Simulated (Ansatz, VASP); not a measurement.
## NaCl: VASP beside Ansatz

```
Na Cl
1.0
     2.80211    0.00000    0.00000
     0.00000    2.80211    0.00000
     0.00000    0.00000    2.80211
Na Cl
1 1
Direct
  0.00000 0.00000 0.00000
  0.50000 0.50000 0.50000
```

Change from the starting cell: volume scaled by 0.9405, PAW files.

Alike in both runs: task electric field gradients; functional PBEsol; k mesh 8 × 8 × 8; occupations fermi-dirac, width 0.02 eV; no spin polarisation.

```csv
,VASP,Ansatz
version,VASP 6.6.1,Ansatz 0.2.0
potentials or method,"VASP PAW PBE potentials, release 64 (Na_pv, Cl)","PAW with Ansatz's default frozen-core files, scalar-relativistic"
plane-wave cutoff (eV),400,420
valence electrons in the cell,14,16
```

|  | VASP | Ansatz | Ansatz less VASP |
| --- | --- | --- | --- |
| gap on the k mesh at the Fermi level (eV) | 3.94 | 3.88 | -0.056 |
| pressure (GPa) | 76.4 | 75.9 | -0.53 |

VASP's potentials were made for PBE, not for PBEsol. Both programs put the cell under a high pressure, so it lies far from rest at this level. VASP's potentials hold 14 valence electrons a cell and Ansatz's 16, so a difference there can come from the potentials and not from the codes.

Noted on VASP's run: the cell as given lies far from equilibrium.
